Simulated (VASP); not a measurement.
Input of a VASP 6.6.1 run:

The input INCAR:

```
PREC     = Accurate       # precision mode
ENCUT    = 500            # plane-wave cutoff, eV
EDIFF    = 1E-6           # SCF threshold, eV
ISMEAR   = -1             # smearing method
SIGMA    = 0.1            # smearing width, eV
LREAL    = False          # projectors in reciprocal space
LASPH    = True           # aspherical terms in the spheres
NELM     = 120            # most SCF steps
ALGO     = Normal         # electronic algorithm
ISIF     = 2              # what is computed and relaxed
LWAVE    = False          # write WAVECAR
LCHARG   = True           # write CHGCAR
GGA      = PS             # functional
LELF     = True           # ELF
LVHAR    = True         
NBANDS   = 18             # bands
GGA_COMPAT= False
```

File KPOINTS:

```
regular mesh
0
Gamma
  6 6 6
```

Contents of POSCAR:

```
Y
1.0
    0.0000000000      3.0533792143      3.0533792143
    3.0533792143      0.0000000000      3.0533792143
    3.0533792143      3.0533792143      0.0000000000
Y
2
Direct
    1.0000000000      1.0000000000      1.0000000000
    0.2500000000      0.2500000000      0.2500000000
```

Potentials or basis: VASP PAW PBE potentials, release 64 (Y_sv).

The run is started by

```sh
$ cat potpaw_PBE.64/Y_sv/POTCAR > POTCAR
$ mpirun -np 1 vasp_std > vasp.out
```

Question: Predict the pressure.

Answer: 5.1 GPa.

Question: Estimate the band gap on the k mesh.

Answer: Zero (bands 11 and 12 overlap by 1.23 eV).

Caveat: the cell stands under pressure; the PAW data sets were made with another functional, which shifts forces and pressure a little.
